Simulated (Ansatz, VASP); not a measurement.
**Two plane-wave programs on As**

```
As
1.0
     1.79508    1.03639    5.05426
    -1.79508    1.03639    5.05426
     0.00000   -2.07278    5.05426
As
2
Direct
  0.78834 0.78834 0.78834
  0.21166 0.21166 0.21166
```

Alike in both runs: task single point; functional r2SCAN; k mesh 10 × 10 × 10; occupations gaussian, width 0.1 eV; no spin polarisation.

```csv
,VASP,Ansatz
version,VASP 6.6.1,Ansatz 0.2.0
potentials or method,"VASP PAW PBE potentials, release 64 (As), cutoff 520 eV","plane waves (500 eV) with PAW, scalar-relativistic"
valence electrons in the cell,10,30
```

Ansatz gave:

| Item | Value |
| --- | --- |
| pressure (GPa) | 0.0 |
| traceless stress, the component that is largest in VASP (GPa) | 0.04 |

Problem. Estimate VASP's values.

Solution. Pressure (GPa): 0.1; traceless stress, the component that is largest in VASP (GPa): 0.14.

VASP's potentials were made for PBE, not for r2SCAN. With one functional, cell and mesh, what is left measures potentials, basis and numerics. VASP's potentials hold 10 valence electrons a cell and Ansatz's 30, so a difference there can come from the potentials and not from the codes.
